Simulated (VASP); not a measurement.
Mg6F, 7 atoms in the cell. The cell holds a slab with vacuum, 7 atoms: a = 3.203 Å, b = 7.978 Å, c = 20.985 Å, α = 90.00°, β = 90.00°, γ = 101.58°. 

```yaml
Program: VASP 6.6.1
Task: single point
Functional: PBE
Potentials_or_basis: VASP PAW PBE potentials, release 64 (Mg, F)
Cutoff: 520 eV
k_mesh: 9 × 4 × 1
Occupations: gaussian, width 0.1 eV
Spin: no spin polarisation
Dipole_correction: yes
Further_INCAR_settings: ALGO = Normal; EDIFF = 1e-06; NBANDS = 18
```

Potentials or basis: VASP PAW PBE potentials, release 64 (Mg, F).

The run is started by

```console
$ cat potpaw_PBE.64/Mg/POTCAR potpaw_PBE.64/F/POTCAR > POTCAR
$ mpirun -np 1 vasp_std > vasp.out
```

Hardware: 1 thread of Oxide Virtual Turin-like Processor, with other jobs on the host.

Q: How long does it take, and how much memory?

A: Wall time 7.3 min on 1 thread of Oxide Virtual Turin-like Processor, with other jobs on the host, peak memory 0.54 GiB. Counts: scf iterations 21, k points 19.
